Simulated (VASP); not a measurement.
# RbBr (R3m) in VASP: single point with PBE

Aim: the single point of RbBr with PBE.

All numbers are computed with VASP 6.6.1; they aren't measurements. Logs are shortened: lines on timing, memory, paths and dates and some standing lists are left out, and cuts for length are marked.

## 1. The cell of the first run

Symmetry: R3m, No. 160, trigonal system. Conventional cell: a = 4.710 Å, b = 4.710 Å, c = 13.673 Å, α = 90.00°, β = 90.00°, γ = 120.00°. Within 4.5 Å of Rb (site symmetry 3m) lie 6 Br at 3.40 to 3.70 Å. Br (site symmetry 3m) has 6 Rb at 3.40 to 3.70 Å within 4.5 Å.

## 2. Single point, PBE (strained and its atoms moved)

Input file INCAR:

```
PREC = Accurate
ENCUT = 520
EDIFF = 1E-7
ISMEAR = 0
SIGMA = 0.02
LREAL = False
LASPH = True
NELM = 80
ALGO = Normal
ISIF = 2
LWAVE = False
LCHARG = False
GGA = PE
NBANDS = 15
```

Input file KPOINTS:

```
regular mesh
0
Gamma
  6 6 6
```

Input file POSCAR:

```
RbBr
1.0
    0.0000000000      3.3301590000      3.3301590000
    3.7414590000     -0.4113000000      3.7414590000
    3.3301590000      3.3301590000      0.0000000000
Rb Br
1 1
Direct
   -0.0084223234      0.0252669702     -0.0084223234
    0.5084223234      0.4747330298      0.5084223234
```

Potentials or basis: VASP PAW PBE potentials, release 64 (Rb_sv, Br).

Launch:

```
$ cat potpaw_PBE.64/Rb_sv/POTCAR potpaw_PBE.64/Br/POTCAR > POTCAR
$ mpirun -np 1 vasp_std > vasp.out
```

OUTCAR:

```text
PREC = Accurate
   ENCUT = 520
   EDIFF = 1E-7
   ISMEAR = 0
   LREAL = False
   LASPH = True
   NELM = 80
   ISIF = 2
   GGA = PE

 ion  position               nearest neighbor table
   1  0.992  0.025  0.992-   2 3.40   2 3.40   2 3.40   2 3.70   2 3.70   2 3.70
   2  0.508  0.475  0.508-   1 3.40   1 3.40   1 3.40   1 3.70   1 3.70   1 3.70

  LATTYP: Found a trigonal (rhomboedric) cell.
 ALAT       =     5.3071836776
 COS(alpha) =     0.6062671031

  Lattice vectors:

 A1 = (   0.4113000000,  -3.7414590000,   3.7414590000)
 A2 = (   3.7414590000,  -3.7414590000,   0.4113000000)
 A3 = (   3.7414590000,  -0.4113000000,   3.7414590000)

Analysis of symmetry for initial positions (statically):
=====================================================================
 Subroutine PRICEL returns:
 Original cell was already a primitive cell.

 Routine SETGRP: Setting up the symmetry group for a
 trigonal (rhombohedral) supercell.

 Subroutine GETGRP returns: Found  6 space group operations
 (whereof  6 operations were pure point group operations)
 out of a pool of 12 trial point group operations.

The static configuration has the point symmetry C_3v.

Analysis of symmetry for dynamics (positions and initial velocities):
=====================================================================
 Subroutine PRICEL returns:
 Original cell was already a primitive cell.

 Routine SETGRP: Setting up the symmetry group for a
 trigonal (rhombohedral) supercell.

 Subroutine GETGRP returns: Found  6 space group operations
 (whereof  6 operations were pure point group operations)
 out of a pool of 12 trial point group operations.

The dynamic configuration has the point symmetry C_3v.

 Subroutine INISYM returns: Found  6 space group operations
 (whereof  6 operations are pure point group operations),
 and found     1 'primitive' translations

----------------------------------------------------------------------------------------

                                     Primitive cell

  volume of cell :      87.5466

  direct lattice vectors                    reciprocal lattice vectors
     0.000000000  3.330159000  3.330159000    -0.142320318  0.142320318  0.157965644
     3.741459000 -0.411300000  3.741459000     0.126674992 -0.126674992  0.126674992
     3.330159000  3.330159000  0.000000000     0.157965644  0.142320318 -0.142320318

  length of vectors
     4.709556023  5.307183678  4.709556023     0.255857950  0.219407522  0.255857950

  position of ions in fractional coordinates (direct lattice)
     0.991577677  0.025266970  0.991577677
     0.508422323  0.474733030  0.508422323

  ion indices of the primitive-cell ions
   primitive index   ion index
                 1           1
                 2           2

----------------------------------------------------------------------------------------

 KPOINTS: regular mesh

Automatic generation of k-mesh.
 Grid dimensions read from file:
 generate k-points for:    6    6    6

 Generating k-lattice:

  Cartesian coordinates                     Fractional coordinates (reciprocal lattice)
    -0.023720053  0.023720053  0.026327607     0.166666667  0.000000000  0.000000000
     0.021112499 -0.021112499  0.021112499     0.000000000  0.166666667  0.000000000
     0.026327607  0.023720053 -0.023720053     0.000000000  0.000000000  0.166666667

  Length of vectors
     0.042642992  0.036567920  0.042642992

  Shift w.r.t. Gamma in fractional coordinates (k-lattice)
     0.000000000  0.000000000  0.000000000

 Subroutine IBZKPT returns following result:
 ===========================================

 Found     32 irreducible k-points:

 Following reciprocal coordinates:
            Coordinates               Weight
  0.000000  0.000000  0.000000      1.000000
  0.166667  0.000000  0.000000      6.000000
  0.333333  0.000000  0.000000      6.000000
  0.500000  0.000000  0.000000      3.000000
  0.000000  0.166667  0.000000      2.000000
  0.166667  0.166667  0.000000      6.000000
[... 16 lines left out ...]
 -0.333333  0.000000  0.166667     12.000000
 -0.166667  0.000000  0.166667      6.000000
 [... further k-points ...]
   k-points           NKPTS =     32   k-points in BZ     NKDIM =     32   number of bands    NBANDS=     15
   number of dos      NEDOS =    301   number of ions     NIONS =      2
   total plane-waves  NPLWV =  51840
   dimension x,y,z NGX =    36 NGY =   40 NGZ =   36
   dimension x,y,z NGXF=    72 NGYF=   80 NGZF=   72
   ions per type =               1   1
   NGX,Y,Z   is equivalent  to a cutoff of  12.71, 12.53, 12.71 a.u.
   NGXF,Y,Z  is equivalent  to a cutoff of  25.42, 25.06, 25.42 a.u.
 SYSTEM =  unknown system
   PREC   = accura    normal or accurate (medium, high low for compatibility)
   ISTART =      0    job   : 0-new  1-cont  2-samecut
   ICHARG =      2    charge: 1-file 2-atom 10-const
   ISPIN  =      1    spin polarized calculation?
   LNONCOLLINEAR =      F non collinear calculations
   LSORBIT =      F    spin-orbit coupling
   LASPH  =      T    aspherical Exc in radial PAW
   ENCUT  =  520.0 eV  38.22 Ry    6.18 a.u.   8.76  9.87  8.76*2*pi/ulx,y,z
   NELM   =     80;   NELMIN=  2; NELMDL= -5     # of ELM steps
   EDIFF  = 0.1E-06   stopping-criterion for ELM
   LREAL  =      F    real-space projection
   EDIFFG = 0.1E-05   stopping-criterion for IOM
   NSW    =      0    number of steps for IOM
   IBRION =     -1    ionic relax: 0-MD 1-quasi-New 2-CG
   NFREE  =      0    steps in history (QN), initial steepest desc. (CG)
   ISIF   =      2    stress and relaxation
   ISYM   =      2    0-nonsym 1-usesym 2-fastsym
   POTIM  = 0.5000    time-step for ionic-motion
   TEBEG  =    0.0;   TEEND  =   0.0 temperature during run
   PSTRESS=    0.0 pullay stress
   NELECT =      16.0000    total number of electrons
   NUPDOWN=      -1.0000    fix difference up-down
   EMIN   =  10.00;   EMAX   =-10.00  energy-range for DOS
   EFERMI =   0.00;   METHOD = LEGACY
   ISMEAR =     0;   SIGMA  =   0.02  broadening in eV -4-tet -1-fermi 0-gaus
   EFERMI_NEDOS =   21; number of points for ismear=-14 and -15
   IALGO  =     38    algorithm
   IMIX   =      4    mixing-type and parameters
     AMIX     =   0.40;   BMIX     =  1.00
     AMIX_MAG =   1.60;   BMIX_MAG =  1.00
  volume/ion in A,a.u.               =      43.77       295.40
  Fermi-wavevector in a.u.,A,eV,Ry     =   0.929042  1.755634 11.743436  0.863118
  Thomas-Fermi vector in A             =   2.055282
   LORBIT       =      0    0 simple, 1 ext, 2 COOP (PROOUT), +10 PAW based schemes
   GGA     = PE    functional components
   LHFCALC =     F    Hartree Fock is set to
   AEXX    =    0.0000 exact exchange contribution
   IVDW    =     0    specifies the selected vdW correction
   LEPSILON=     F    determine dielectric tensor
   LRPA    =     F    only Hartree local field effects (RPA)
 non-spin polarized calculation
 Gauss-broadening in eV      SIGMA  =   0.02
  energy-cutoff  :      520.00
  volume of cell :       87.55
 maximum number of plane-waves:      2386
   NGX = 17   NGY = 19   NGZ = 17

 number of electron      15.9999999 magnetization

 Free energy of the ion-electron system (eV)
  ---------------------------------------------------
  ext. energy  EPLUGINS =         0.00000000
  ---------------------------------------------------
  free energy    TOTEN  =        -6.03791426 eV

  energy without entropy =       -6.03791426  energy(sigma->0) =       -6.03791426

 E-fermi :  -1.7249     XC(G=0):  -6.9121

 val. band max:       -1.8852523815   @ k =   0.0000   0.0000   0.0000
 cond. band min:       2.0338083207   @ k =   0.0000   0.0000   0.0000
 fundamental gap:      3.9190607022
 Fermi energy:        -1.7249282308

 k-point     1 :       0.0000    0.0000    0.0000
  band No.  band energies     occupation
      1     -26.7122      2.00000
      2     -14.1081      2.00000
      3     -10.7801      2.00000
      4     -10.7801      2.00000
      5     -10.7599      2.00000
      6      -2.1917      2.00000
      7      -1.8853      2.00000
      8      -1.8853      2.00000
      9       2.0338      0.00000
     10       4.6884      0.00000
     11       5.5669      0.00000
     12       5.5669      0.00000
     13       6.2349      0.00000
     14       6.2349      0.00000
     15       8.6776      0.00000

 k-point     2 :       0.1667    0.0000    0.0000
  band No.  band energies     occupation
      1     -26.7100      2.00000
      2     -14.1091      2.00000
      3     -10.7954      2.00000
      4     -10.7874      2.00000
      5     -10.7498      2.00000
      6      -2.2879      2.00000
      7      -2.1522      2.00000
      8      -1.9618      2.00000
      9       2.6382      0.00000
     10       4.9928      0.00000
     11       5.2748      0.00000
     12       5.8727      0.00000
     13       6.5416      0.00000
     14       6.6299      0.00000
     15       9.6873      0.00000

 k-point     3 :       0.3333    0.0000    0.0000
  band No.  band energies     occupation
      1     -26.7057      2.00000
      2     -14.1111      2.00000
      3     -10.8192      2.00000
      4     -10.8017      2.00000
      5     -10.7362      2.00000
      6      -2.6566      2.00000
      7      -2.3805      2.00000
      8      -2.1063      2.00000
      9       3.8764      0.00000
     10       5.0618      0.00000
     11       5.9439      0.00000
     12       6.7612      0.00000
     13       7.2796      0.00000
     14       7.5769      0.00000
     15       8.7791      0.00000
[... 343 lines left out ...]
 k-point    23 :      -0.3333    0.0000    0.1667
  band No.  band energies     occupation
      1     -26.7035      2.00000
      2     -14.0988      2.00000
      3     -10.8452      2.00000
      4     -10.8144      2.00000
      5     -10.7520      2.00000
      6      -2.7080      2.00000
      7      -2.4058      2.00000
      8      -2.1864      2.00000
      9       4.4719      0.00000
     10       4.9556      0.00000
     11       6.3249      0.00000
     12       6.8942      0.00000
     13       7.4243      0.00000
     14       8.0774      0.00000
     15       8.7064      0.00000

 k-point    24 :      -0.1667    0.0000    0.1667
  band No.  band energies     occupation
      1     -26.7069      2.00000
      2     -14.1041      2.00000
      3     -10.8167      2.00000
      4     -10.8003      2.00000
      5     -10.7516      2.00000
      6      -2.4961      2.00000
      7      -2.3234      2.00000
      8      -2.0411      2.00000
      9       3.4086      0.00000
     10       4.8440      0.00000
     11       5.5216      0.00000
     12       6.5006      0.00000
     13       6.8919      0.00000
     14       7.3344      0.00000
     15       9.8056      0.00000

 [... further k-points ...]

------------------------ aborting loop because EDIFF is reached ----------------------------------------

  FORCE on cell =-STRESS in cart. coord.  units (eV):
  Direction    XX          YY          ZZ          XY          YZ          ZX
  --------------------------------------------------------------------------------------
  -------------------------------------------------------------------------------------
  Total       -0.0351866     -0.0351866     -0.0351866      0.3627483      0.3627483     -0.3627483
  in kB       -0.6439455     -0.6439455     -0.6439455      6.6386060      6.6386060     -6.6386060
  external PRESSURE =      -0.6439455 kB  Pullay stress =       0.0000000 kB

 VOLUME and BASIS-vectors are now :
 -----------------------------------------------------------------------------
  energy-cutoff  :      520.00
  volume of cell :       87.55
      direct lattice vectors                 reciprocal lattice vectors
     0.000000000  3.330159000  3.330159000    -0.142320318  0.142320318  0.157965644
     3.741459000 -0.411300000  3.741459000     0.126674992 -0.126674992  0.126674992
     3.330159000  3.330159000  0.000000000     0.157965644  0.142320318 -0.142320318

 POSITION                                       TOTAL-FORCE (eV/Angst)
 -----------------------------------------------------------------------------------
      3.39665      6.59383      3.39665        -0.110065      0.110065     -0.110065
      3.46932      3.19100      3.46932         0.110065     -0.110065      0.110065
 -----------------------------------------------------------------------------------
    total drift:                                0.000005     -0.000004      0.000005

  FREE ENERGIE OF THE ION-ELECTRON SYSTEM (eV)
  ---------------------------------------------------
  free  energy   TOTEN  =        -6.0379142632 eV

  energy  without entropy=       -6.0379142632  energy(sigma->0) =       -6.03791426
```

Wall time 36 s (1 thread of Intel Xeon 6975P-C, shared host); peak memory 0.23 GiB.

What came out:

- Free energy: -6.0379 eV
- Pressure: -0.1 GPa
- Largest force: 0.191 eV/Å
- Band gap on the k mesh: 3.92 eV, direct

Forces on the atoms (eV/Å):
```
Rb  -0.110  0.110 -0.110
Br   0.110 -0.110  0.110
```

Stress tensor (GPa, compression positive):
```
-0.06  0.66 -0.66
 0.66 -0.06  0.66
-0.66  0.66 -0.06
```

Levels at points of the mesh, in eV from the valence-band top:
```tsv
k point	band 5	band 6	band 7	band 8	band 9	band 10	band 11	band 12
(0.00, 0.00, 0.00)	-8.87	-0.31	0.00	0.00	3.92	6.57	7.45	7.45
(0.50, 0.00, 0.00)	-8.85	-0.96	-0.57	-0.29	6.43	7.12	8.78	9.17
(0.00, 0.50, 0.00)	-8.78	-1.03	-0.17	-0.17	6.40	6.63	8.71	8.71
(0.50, 0.50, 0.00)	-8.91	-0.60	-0.37	-0.15	5.50	6.64	8.16	8.79
```

Caveat: the cell differs from its parent crystal (strained and its atoms moved).
